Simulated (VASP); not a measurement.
C, 16 atoms in the cell. The typed cell holds 16 atoms: a = 5.044 Å, b = 5.044 Å, c = 5.044 Å, α = 60.00°, β = 60.00°, γ = 60.00°.  This cell differs from its parent crystal: dynamics (nvt langevin) at 200 K, volume x 1.0, from the last frame before.

- Program: VASP 6.6.1
- Task: single point
- Functional: PBE
- Potentials or basis: VASP PAW PBE potentials, release 64 (C)
- Cutoff: 520 eV
- k mesh: 2 × 2 × 2, shifted
- Occupations: fermi-dirac, width 0.02 eV
- Spin: no spin polarisation
- Dipole correction: no
- Mended: yes
- Further INCAR settings: LREAL = Auto; ALGO = Normal; EDIFF = 1e-06; NBANDS = 46; ISYM = -1

Potentials or basis: VASP PAW PBE potentials, release 64 (C).

Launch:

```bash
$ cat potpaw_PBE.64/C/POTCAR > POTCAR
$ mpirun -np 1 vasp_std > vasp.out
```

Hardware: 1 thread of Intel(R) Xeon(R) Platinum 8259CL CPU @ 2.50GHz (Skylake/Cascade Lake), with other jobs on the host.

Q: Estimate the wall time of this run.

A: Wall time 39 s on 1 thread of Intel(R) Xeon(R) Platinum 8259CL CPU @ 2.50GHz (Skylake/Cascade Lake), on a shared host, peak memory 0.22 GiB. Counts: scf iterations 13, k points 4.
